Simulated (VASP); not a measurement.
Set up this calculation in VASP 6.6.1, as the native input.

- Task: single point
- Functional: PBE
- Dispersion: D3(BJ)
- Potentials or basis: VASP PAW PBE potentials, release 64 (C_h, F_h)
- Cutoff: 910 eV
- k mesh: 12 × 12 × 1
- Occupations: gaussian, width 0.1 eV
- Spin: no spin polarisation
- Dipole correction: yes
- Further INCAR settings: ALGO = Normal; EDIFF = 1e-06; NBANDS = 30; NELMDL = -8

The structure of C8F lies in POSCAR:

```
C8F
1.0
    2.4649796670      0.0000000000      0.0000000000
   -1.2324898335      2.1347350114      0.0000000000
    0.0000000000      0.0000000000     29.1076495408
C F
8 1
Direct
    0.0000000000      0.0000000000      0.2920194646
    0.6666666667      0.3333333333      0.2920194566
    0.0000000000      0.0000000000      0.4077696707
    0.3333333333      0.6666666667      0.4077696627
    0.0000000000      0.0000000000      0.5234154694
    0.6666666667      0.3333333333      0.5234498298
    0.0000000000      0.0000000000      0.6528686932
    0.3333333333      0.6666666667      0.6419676701
    0.0000000000      0.0000000000      0.7036820076
```

The input as run:

INCAR

```
SYSTEM = C8F
PREC = Accurate ; ENCUT = 910
EDIFF = 1E-6 ; ISMEAR = 0
SIGMA = 0.1 ; LREAL = .False.
LASPH = .True. ; NELM = 120
ALGO = Normal ; ISIF = 2
LWAVE = .False. ; LCHARG = .False.
LDIPOL = .True. ; IDIPOL = 3
DIPOL = 0.5 0.5 0.494 ; GGA = PE
IVDW = 12 ; NBANDS = 30
GGA_COMPAT = .False. ; NELMDL = -8
```

KPOINTS

```
Automatic mesh
0
Gamma
  12 12 1
  0 0 0
```

Potentials or basis: VASP PAW PBE potentials, release 64 (C_h, F_h).

Command:

```sh
$ cat potpaw_PBE.64/C_h/POTCAR potpaw_PBE.64/F_h/POTCAR > POTCAR
$ mpirun -np 1 vasp_std > vasp.out
```

It gave:

```json
{"Largest force": "0.047 eV/Å", "Band gap on the k mesh": "zero (an odd number of electrons rules out a gap without spin polarisation)", "Dispersion energy per atom": "-0.127 eV"}
```

Caveat: an odd number of electrons without spin polarisation forces a metal; a magnetic or distorted state may lie lower.

Run time: 6.3 min on 1 thread of Intel(R) Xeon(R) Platinum 8488C (Sapphire Rapids), with other jobs on the host, peak memory 0.49 GiB.
